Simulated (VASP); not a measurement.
Wanted: the native input for a VASP 6.6.1 run.

| Item | Value |
| --- | --- |
| Task | single point |
| Functional | PBE |
| Potentials or basis | VASP PAW PBE potentials, release 64 (Zn, S) |
| Cutoff | 500 eV |
| k mesh | 2 × 2 × 2 |
| Occupations | gaussian, width 0.01 eV |
| Spin | no spin polarisation |
| Dipole correction | no |
| Further INCAR settings | ALGO = Normal; EDIFF = 1e-06; NBANDS = 16 |

The structure of ZnS lies in POSCAR:

```
ZnS
1.0
    0.0000000000      2.7580526800      2.7580526800
    2.7580526800      0.0000000000      2.7580526800
    2.7580526800      2.7580526800      0.0000000000
Zn S
1 1
Direct
    0.0000000000      0.0000000000      0.0000000000
    0.2500000000      0.2500000000      0.2500000000
```

The input as run:

INCAR

```
  PREC = Accurate
  ENCUT = 500
  EDIFF = 1E-6
  ISMEAR = 0
  SIGMA = 0.01
  LREAL = F
  LASPH = T
  NELM = 120
  ALGO = Normal
  ISIF = 2
  LWAVE = F
  LCHARG = F
  GGA = PE
  NBANDS = 16
  GGA_COMPAT = F
```

KPOINTS

```
regular mesh
0
Gamma
  2 2 2
```

Potentials or basis: VASP PAW PBE potentials, release 64 (Zn, S).

Launch:

```console
$ cat potpaw_PBE.64/Zn/POTCAR potpaw_PBE.64/S/POTCAR > POTCAR
$ mpirun -np 1 vasp_std > vasp.out
```

It gave:

The pressure is 2.6 GPa and the band gap on the k mesh is 1.71 eV, direct.

Caveat: the k points lie up to 0.99 Å⁻¹ apart.

It took 2.7 s on 1 thread of AMD EPYC 7R13 Processor (Zen 3) (shared host), peak memory 0.12 GiB.
